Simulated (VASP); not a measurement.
A run of VASP 6.6.1 is set up as follows.

File INCAR:

```
SYSTEM = Si4F
  PREC = Accurate
  ENCUT = 520
  EDIFF = 1E-6
  ISMEAR = 0
  SIGMA = 0.1
  LREAL = .FALSE.
  LASPH = .TRUE.
  NELM = 80
  ALGO = Normal
  ISIF = 2
  LWAVE = .FALSE.
  LCHARG = .FALSE.
  GGA = PE
  NBANDS = 20
```

Contents of KPOINTS:

```
regular mesh
0
G
  12 12 12
  0 0 0
```

POSCAR

```
Si4F
1.0
   -2.4460215197      2.4460215197      3.9819797233
    2.4460215197     -2.4460215197      3.9819797233
    2.4460215197      2.4460215197     -3.9819797233
Si F
4 1
Direct
    0.5000000000      0.5000000000      0.5000000000
    0.0000000000      0.0000000000      0.5000000000
    0.5000000000      0.0000000000      0.0000000000
    0.0000000000      0.5000000000      0.0000000000
    0.5000000000      0.5000000000      0.0000000000
```

Potentials or basis: VASP PAW PBE potentials, release 64 (Si, F).

Launch:

```bash
$ cat potpaw_PBE.64/Si/POTCAR potpaw_PBE.64/F/POTCAR > POTCAR
$ mpirun -np 1 vasp_std > vasp.out
```

Problem. Estimate the band gap on the k mesh.

Solution. Zero (an odd number of electrons rules out a gap without spin polarisation).

Problem. What does it give for the pressure?

Solution. -0.1 GPa.

Caveat: an odd number of electrons without spin polarisation forces a metal; a magnetic or distorted state may lie lower.
